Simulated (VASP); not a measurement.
BN: relaxation of cell and atoms with PBE

The system is BN.

```
CELL_PARAMETERS angstrom
2.17582 -1.25618 0.00000
2.17582 1.25618 0.00000
-1.40086 0.00000 3.86175
ATOMIC_POSITIONS crystal
B 0.00042 0.00042 0.00126
N 0.66714 0.66714 0.00144
```

```
Program                : VASP 6.6.1
Task                   : relaxation of cell and atoms
Functional             : PBE
Potentials or basis    : VASP PAW PBE potentials, release 64 (B_h, N_h)
Cutoff                 : 910 eV
k mesh                 : 10 × 10 × 6
Occupations            : gaussian, width 0.02 eV
Spin                   : no spin polarisation
Dipole correction      : no
Second run             : hard_potentials
Further INCAR settings : ALGO = Normal; EDIFF = 1e-07; IBRION = 2; EDIFFG = -0.01; NSW = 100; ISIF = 3
```

```json
{"Relaxed volume": "10.54 Å³/atom", "Relaxed cell": "a = 2.511 Å, b = 2.511 Å, c = 4.108 Å, α = 107.17°, β = 107.17°, γ = 60.00°", "Space group after relaxing (to 0.05 Å)": "Cm (No. 8)", "Energy gained by relaxing": "0.0 meV/atom", "Ionic steps": "3", "Pressure after relaxing": "0.0 GPa", "Band gap on the k mesh": "4.55 eV, indirect (least direct gap 4.94 eV)"}
```

Final structure:
```yaml
crystal:
  lattice:
    - [2.17464, -1.25550, -0.00003]
    - [2.17464, 1.25550, -0.00003]
    - [-1.40015, 0.00000, 3.86201]
  atoms:
    - { symbol: B, position: [0.00042, 0.00042, 0.00128] }
    - { symbol: N, position: [0.66714, 0.66714, 0.00142] }
```

Levels at points of the mesh, in eV from the valence-band top:
| k point | band 1 | band 2 | band 3 | band 4 | band 5 | band 6 | band 7 | band 8 |
| --- | --- | --- | --- | --- | --- | --- | --- | --- |
| (0.00, 0.00, 0.00) | -17.57 | -4.62 | -1.26 | -1.26 | 4.67 | 11.64 | 11.64 | 12.74 |
| (0.50, 0.00, 0.00) | -14.48 | -8.79 | -4.03 | -0.68 | 5.16 | 9.72 | 12.59 | 13.92 |
| (0.50, 0.50, 0.00) | -14.46 | -8.75 | -4.04 | -0.92 | 4.60 | 9.88 | 13.44 | 15.65 |
| (0.00, 0.00, 0.50) | -17.49 | -5.58 | -1.27 | -1.27 | 8.63 | 11.03 | 11.61 | 11.62 |
| (0.50, 0.00, 0.50) | -14.46 | -8.75 | -4.04 | -0.95 | 4.55 | 9.90 | 13.53 | 15.87 |
| (0.50, 0.50, 0.50) | -14.48 | -8.79 | -4.03 | -0.71 | 5.09 | 9.76 | 12.67 | 14.06 |

Run time: 46 s on 1 thread of Intel(R) Xeon(R) 6975P-C (Granite Rapids), with other jobs on the host, peak memory 0.21 GiB.

Caveat: the cutoff is under 1.25 times the usual one of these potentials, so pressure, stress and relaxed cells hold a basis-set (Pulay) error; this functional lacks dispersion, which binds the layers, so the pressure and a relaxed spacing across them are unreliable. A k mesh can miss the band edges.
